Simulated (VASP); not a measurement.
Write the native input for VASP 6.6.1 that does the following.

* Task: relaxation of cell and atoms
* Functional: r2SCAN
* Potentials or basis: VASP PAW PBE potentials, release 64 (Zr_sv, B)
* Cutoff: 600 eV
* k mesh: 10 × 10 × 8
* Occupations: fermi-dirac, width 0.05 eV
* Spin: no spin polarisation
* Dipole correction: no
* Further INCAR settings: ALGO = Normal; EDIFF = 1e-06; IBRION = 2; EDIFFG = -0.01; NSW = 60; ISIF = 3

Crystal: ZrB2.

```xyz
3
Lattice="3.1700 0.0000 0.0000 -1.5850 2.7453 0.0000 0.0000 0.0000 3.5330" Properties=species:S:1:pos:R:3 pbc="T T T"
Zr    0.0000    0.0000    0.0000
B     1.5850    0.9151    1.7665
B     0.0000    1.8302    1.7665
```

One way to write it, as run:

POSCAR

```
ZrB2
1.0
    3.1700000000      0.0000000000      0.0000000000
   -1.5850000000      2.7453005300      0.0000000000
    0.0000000000      0.0000000000      3.5330000000
Zr B
1 2
Direct
    0.0000000000      0.0000000000      0.0000000000
    0.6666666667      0.3333333333      0.5000000000
    0.3333333333      0.6666666667      0.5000000000
```

INCAR.step1

```
PREC     = Accurate       # precision mode
ENCUT    = 600            # plane-wave cutoff, eV
ISMEAR   = -1             # smearing method
SIGMA    = 0.05           # smearing width, eV
LREAL    = False          # projectors in reciprocal space
LASPH    = True           # aspherical terms in the spheres
NELM     = 80             # most SCF steps
GGA      = PE             # functional
ALGO     = Normal         # electronic algorithm
EDIFF    = 1E-4           # SCF threshold, eV
LWAVE    = True           # write WAVECAR
LCHARG   = False          # write CHGCAR
```

INCAR.step2

```
PREC     = Accurate       # precision mode
ENCUT    = 600            # plane-wave cutoff, eV
EDIFF    = 1E-6           # SCF threshold, eV
ISMEAR   = -1             # smearing method
SIGMA    = 0.05           # smearing width, eV
LREAL    = False          # projectors in reciprocal space
LASPH    = True           # aspherical terms in the spheres
NELM     = 80             # most SCF steps
ALGO     = Normal         # electronic algorithm
ISIF     = 3              # what is computed and relaxed
LWAVE    = False          # write WAVECAR
LCHARG   = False          # write CHGCAR
METAGGA  = R2SCAN         # meta-GGA
LMIXTAU  = True         
IBRION   = 2              # ionic algorithm
NSW      = 60             # ionic steps
EDIFFG   = -0.01          # ionic threshold
ISTART   = 1
```

KPOINTS

```
Automatic mesh
0
Gamma
  10 10 8
```

Potentials or basis: VASP PAW PBE potentials, release 64 (Zr_sv, B).

Command:

```sh
$ cat potpaw_PBE.64/Zr_sv/POTCAR potpaw_PBE.64/B/POTCAR > POTCAR
$ cp INCAR.step1 INCAR
$ mpirun -np 1 vasp_std > vasp.out
$ cp INCAR.step2 INCAR
$ mpirun -np 1 vasp_std > vasp.out
```

It gave:

| Item | Value |
| --- | --- |
| Relaxed volume | 10.29 Å³/atom |
| Relaxed cell | a = 3.166 Å, b = 3.166 Å, c = 3.555 Å, α = 90.00°, β = 90.00°, γ = 120.00° |
| Space group after relaxing (to 0.05 Å) | P6/mmm (No. 191) |
| Energy gained by relaxing | 0.5 meV/atom |
| Ionic steps | 5 |
| Pressure after relaxing | 0.0 GPa |
| Band gap on the k mesh | zero (band 9 reaches 11.29 eV, above the bottom of band 10 at 10.35 eV) |

Caveat: the PAW data sets were made with another functional, which shifts forces and pressure a little.

Wall time 7 min on 1 thread of Intel(R) Xeon(R) Platinum 8375C CPU @ 2.90GHz (Ice Lake), on a shared host, peak memory 0.19 GiB.
